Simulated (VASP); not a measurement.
AlN, 4 atoms in the cell. The structure is hexagonal, space group P6_3mc (No. 186). Conventional cell: a = 3.113 Å, b = 3.113 Å, c = 4.981 Å, α = 90.00°, β = 90.00°, γ = 120.00°. Al (site symmetry 3m) has 4 N at 1.89 Å within 2.5 Å. Within 2.5 Å of N (site symmetry 3m) lie 4 Al at 1.89 Å. 

| Item | Value |
| --- | --- |
| Program | VASP 6.6.1 |
| Task | relaxation of cell and atoms |
| Functional | r2SCAN |
| Potentials or basis | VASP PAW PBE potentials, release 64 (Al, N) |
| Cutoff | 600 eV |
| k mesh | 12 × 12 × 6 |
| Occupations | fermi-dirac, width 0.08 eV |
| Spin | no spin polarisation |
| Dipole correction | no |
| Further INCAR settings | ALGO = Normal; EDIFF = 1e-07; IBRION = 2; EDIFFG = -0.002; NSW = 100; ISIF = 3 |

Potentials or basis: VASP PAW PBE potentials, release 64 (Al, N).

Run with:

```bash
$ cat potpaw_PBE.64/Al/POTCAR potpaw_PBE.64/N/POTCAR > POTCAR
$ cp INCAR.step1 INCAR
$ mpirun -np 1 vasp_std > vasp.out
$ cp INCAR.step2 INCAR
$ mpirun -np 1 vasp_std > vasp.out
```

Hardware: 1 thread of Intel Xeon 8259CL, on a shared host.

Task: Estimate the wall time of this run.

Result: Wall time 29 min on 1 thread of Intel Xeon 8259CL, with other jobs on the host, peak memory 0.21 GiB. Counts: k points 76, ion steps 9.
